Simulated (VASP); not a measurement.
Set up this calculation in VASP 6.6.1, as the native input.

```
Task                   : relaxation of cell and atoms
Functional             : PBE
Potentials or basis    : VASP PAW PBE potentials, release 64 (Tb_3, Si, W_sv), 4f in core
Cutoff                 : 500 eV
k mesh                 : 8 × 8 × 8
Occupations            : gaussian, width 0.1 eV
Spin                   : no spin polarisation
Dipole correction      : no
Further INCAR settings : ALGO = Normal; EDIFF = 1e-07; IBRION = 2; EDIFFG = -0.01; NSW = 100; ISIF = 3
```

The structure of TbSi3W2 lies in POSCAR:

```
TbSi3W2
1.0
    2.6469774395     -4.5929212294      0.0000000000
    2.6469774395      4.5929212294      0.0000000000
    0.0000000000      0.0000000000      4.2035225262
Tb Si W
1 3 2
Direct
    0.0000000000      0.0000000000      0.0000000000
    0.6702429292      0.3297570708      0.0000000000
    0.3297570708      0.6702429292      0.0000000000
    0.5000000000      0.5000000000      0.5000000000
    0.5000000000      0.0000000000      0.5000000000
    0.0000000000      0.5000000000      0.5000000000
```

The cell was generated, and may not be a known phase.

One way to write it, as run:

INCAR

```
PREC = Accurate ; ENCUT = 500
EDIFF = 1E-7 ; ISMEAR = 0
SIGMA = 0.1 ; LREAL = False
LASPH = True ; NELM = 200
ALGO = Normal ; ISIF = 3
LWAVE = False ; LCHARG = False
GGA = PE ; IBRION = 2
NSW = 100 ; EDIFFG = -0.01
GGA_COMPAT = False ; NELMIN = 4
LMAXMIX = 6
```

KPOINTS

```
Automatic mesh
0
Gamma
  8 8 8
```

Potentials or basis: VASP PAW PBE potentials, release 64 (Tb_3, Si, W_sv), 4f in core.

Launch:

```sh
$ cat potpaw_PBE.64/Tb_3/POTCAR potpaw_PBE.64/Si/POTCAR potpaw_PBE.64/W_sv/POTCAR > POTCAR
$ mpirun -np 1 vasp_std > vasp.out
```

It gave:

```json
{
 "Relaxed volume": "17.06 Å³/atom",
 "Relaxed cell": "a = 5.292 Å, b = 5.292 Å, c = 4.213 Å, α = 90.00°, β = 90.00°, γ = 119.86°",
 "Space group after relaxing (to 0.1 Å)": "Cmmm (No. 65)",
 "Energy gained by relaxing": "0.3 meV/atom",
 "Ionic steps": "9",
 "Pressure after relaxing": "0.1 GPa",
 "Band gap on the k mesh": "zero (an odd number of electrons rules out a gap without spin polarisation)"
}
```

Caveat: spin-orbit coupling is left out, which moves the levels of the heavy elements; the 4f electrons are frozen in the core, so they carry no moment and show no levels; an odd number of electrons without spin polarisation forces a metal; a magnetic or distorted state may lie lower.

It took 12 min on 1 thread of Intel(R) Xeon(R) 6975P-C (Granite Rapids) (shared host), peak memory 0.42 GiB.
